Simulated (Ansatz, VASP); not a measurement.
# One calculation of Ca, two programs

```xyz
1
Lattice="0.0000 2.6715 2.6715 2.6715 0.0000 2.6715 2.6715 2.6715 0.0000" Properties=species:S:1:pos:R:3 pbc="T T T"
Ca    0.0000    0.0000    0.0000
```

Alike in both runs: task single point; functional LDA; k mesh 6 × 6 × 6; occupations fermi-dirac, width 0.1 eV; no spin polarisation.

|  | VASP | Ansatz |
| --- | --- | --- |
| version | VASP 6.6.1 | Ansatz 0.2.0 |
| potentials or method | VASP PAW LDA potentials, release 64 (Ca_sv), cutoff 520 eV | plane waves (420 eV) with PAW, scalar-relativistic |
| valence electrons in the cell | 10 | 10 |

```tsv
	VASP	Ansatz	Ansatz less VASP
pressure (GPa)	0.0	0.0	0.00
```

Ansatz warns that its potentials were made for another functional, while VASP's fit it. LDA's correlation is that of Perdew and Zunger in VASP and of Perdew and Wang (1992) in Ansatz.
